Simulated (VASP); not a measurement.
Runs of VASP 6.6.1 on HfN. The structure is that of space group F-43m (No. 216), or close to it. The cells are those of the table. 

| task | cell | gap on the mesh (eV) | pressure (GPa) |
| --- | --- | --- | --- |
| single point | a = 3.346 Å, angles 60.0°, 2 atoms | none | 19.8 |
| relaxation of cell and atoms | relaxed to 20 GPa from a = 3.472 Å, angles 60.0°, 2 atoms | none | 20.0 |
| single point | a = 3.438 Å, angles 60.0°, 2 atoms | none | -0.4 |
| relaxation of cell and atoms | relaxed to 10 GPa from a = 3.472 Å, angles 60.0°, 2 atoms | none | 10.0 |
| relaxation of cell and atoms | relaxed from a = 3.472 Å, angles 60.0°, 2 atoms | none | -0.1 |
| relaxation of cell and atoms | relaxed to 5 GPa from a = 3.472 Å, angles 60.0°, 2 atoms | none | 5.0 |
| single point | a = 3.388 Å, angles 60.0°, 2 atoms | none | (a) |
| single point | a = 3.412 Å, angles 60.0°, 2 atoms | none | 4.7 |

Alike in all rows: level PBEsol; potentials or basis VASP PAW PBE potentials, release 64 (Hf_pv, N); no spin polarisation; k mesh 6 × 6 × 6; cutoff (eV) 600; smearing fermi-dirac 0.1 eV.

Question: Estimate the missing entries.

Answer: (a) 9.7.

Caveats: all runs use coarse meshes; the PAW data sets were made with another functional, which shifts forces and pressure a little; spin-orbit coupling is left out, which moves the levels of the heavy elements; the cell is relaxed towards a set pressure, so the run minimises the enthalpy, not the energy (at least some runs).

A k mesh can miss the band edges, and the runs leave out spin-orbit coupling on Hf.

A gap of «none» marks levels without a gap at the run's occupations.
